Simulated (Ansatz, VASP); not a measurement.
## One calculation of TeS2, two programs

```
CELL_PARAMETERS angstrom
5.79222 0.00000 0.00000
0.00000 5.79222 0.00000
0.00000 0.00000 5.79222
ATOMIC_POSITIONS crystal
Te 0.00000 0.00000 0.00000
Te 0.50000 0.50000 0.50000
S 0.25000 0.25000 0.25000
S 0.25000 0.75000 0.75000
S 0.75000 0.75000 0.25000
S 0.75000 0.25000 0.75000
```

Alike in both runs: functional PBE; k mesh 4 × 4 × 4; occupations gaussian, width 0.1 eV; no spin polarisation.

Ansatz relaxed the structure, and its values are those at the end. VASP's run is a single point on that final structure, the one shown.

```csv
,VASP,Ansatz
version,VASP 6.6.1,Ansatz 0.2.0
potentials or method,"VASP PAW PBE potentials, release 64 (Te, S), cutoff 520 eV","scalar-relativistic, plane waves, PAW"
valence electrons in the cell,36,56
```

Ansatz gave:

- gap on the k mesh at the Fermi level (eV): none
- pressure (GPa): -0.4

Question: Estimate VASP's values.

Answer: gap on the k mesh at the Fermi level (eV): none; pressure (GPa): -0.5.

A gap of «none» marks a metal or a gap that the smearing closes. VASP's potentials hold 36 valence electrons a cell and Ansatz's 56, so a difference there can come from the potentials and not from the codes.

Spin-orbit coupling is off throughout.
